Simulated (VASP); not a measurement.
The system is H.

```
H
1.0
     1.64853   -2.73169    0.00000
     1.64853    2.73169    0.00000
     0.00000    0.00000    6.31377
H
4
Direct
  0.56781 0.43219 0.99951
  0.43219 0.56781 0.00049
  0.43219 0.56781 0.49951
  0.56781 0.43219 0.50049
```

Program: VASP 6.6.1. Alike in all runs: task single point; level r2SCAN; potentials or basis VASP PAW PBE potentials, release 64 (H); no spin polarisation; cell as given; cutoff (eV) 520; smearing gaussian 0.02 eV.

Order these runs on this cell by their band gap on the k mesh, lowest first.
A. k mesh 6 × 6 × 4, shifted
B. k mesh 6 × 6 × 2, shifted
C. k mesh 4 × 4 × 2, shifted
D. k mesh 6 × 6 × 4

D (9.09 eV), A (9.42 eV), B (9.61 eV), C (9.93 eV).

Caveats: some runs use coarse meshes; a shifted mesh leaves out Γ, where band edges can lie (at least some runs).

A k mesh can miss the band edges.
